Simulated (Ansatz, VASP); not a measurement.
Two plane-wave programs on AlN

```xyz
8
Lattice="4.4032 0.0000 0.0000 0.0000 -4.4032 0.0000 0.0000 0.0000 -4.4032" Properties=species:S:1:pos:R:3 pbc="T T T"
Al    0.0000    0.0000    0.0000
Al    2.2016   -2.2016    0.0000
Al    2.2016    0.0000   -2.2016
Al    0.0000   -2.2016   -2.2016
N     3.2317   -3.2317   -3.3024
N     1.1008   -1.1008   -3.3024
N     1.1008   -3.3024   -1.1008
N     3.3024   -1.1008   -1.1008
```

Alike in both runs: task single point; functional PBE; k mesh 6 × 6 × 6; occupations gaussian, width 0.05 eV; no spin polarisation.

```csv
,VASP,Ansatz
version,VASP 6.6.1,Ansatz 0.2.0
potentials or method,"VASP PAW PBE potentials, release 64 (Al, N), cutoff 520 eV","scalar-relativistic, plane waves, PAW"
valence electrons in the cell,32,32
```

```tsv
	VASP	Ansatz	Ansatz less VASP
gap on the k mesh at the Fermi level (eV)	3.23	3.24	+0.007
least direct gap on the mesh (eV)	3.23	3.24	+0.007
pressure (GPa)	0.1	0.3	+0.26
traceless stress, the component that is largest in VASP (GPa)	1.10	1.10	-0.006
rms of the force components (eV/Å)	0.447	0.445	-0.0018
```

With one functional, cell and mesh, what is left measures potentials, basis and numerics.
